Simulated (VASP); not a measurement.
A run of VASP 6.6.1 is set up as follows.

INCAR

```
SYSTEM = MnO2
ALGO     = Normal         ! electronic algorithm
EDIFF    = 1E-6           ! SCF threshold, eV
ENCUT    = 600            ! plane-wave cutoff, eV
GGA      = PS             ! functional
GGA_COMPAT= .FALSE.      
ISIF     = 2              ! what is computed and relaxed
ISMEAR   = -1             ! smearing method
ISPIN    = 2              ! spin polarisation
LASPH    = .TRUE.         ! aspherical terms in the spheres
LCHARG   = .FALSE.        ! write CHGCAR
LMAXMIX  = 4              ! l up to which the mixer works
LORBIT   = 11             ! projections on sites
LREAL    = .FALSE.        ! projectors in reciprocal space
LWAVE    = .FALSE.        ! write WAVECAR
MAGMOM   = 4 0 0          ! initial moments
NBANDS   = 24             ! bands
NELM     = 200            ! most SCF steps
PREC     = Accurate       ! precision mode
SIGMA    = 0.05           ! smearing width, eV
```

File KPOINTS:

```
k-points
0
G
  9 9 5
  0 0 0
```

The input POSCAR:

```
MnO2
1.0
    2.8565781804      0.0000000000      0.0000000000
   -1.4282890902      2.4738692722      0.0000000000
    0.0000000000      0.0000000000      4.6473877995
Mn O
1 2
Direct
    0.0000000000      0.0000000000      0.5000000000
    0.3333333333      0.6666666667      0.7024987571
    0.6666666667      0.3333333333      0.2975012429
```

Potentials or basis: VASP PAW PBE potentials, release 64 (Mn_sv, O).

Run with:

```bash
$ cat potpaw_PBE.64/Mn_sv/POTCAR potpaw_PBE.64/O/POTCAR > POTCAR
$ mpirun -np 1 vasp_std > vasp.out
```

(1) Estimate the site moments.

(2) Estimate the largest force.

(3) What does it give for the band gap on the k mesh?

(4) What does it give for the net moment?

Answers

(1) Mn +2.72; O +0.04 μB.

(2) 0.006 eV/Å.

(3) 0.71 eV, indirect (least direct gap 0.77 eV).

(4) 3.00 μB per cell.

Caveat: the PAW data sets were made with another functional, which shifts forces and pressure a little; a cell with one magnetic atom can't hold antiferromagnetic order, which such compounds often take.
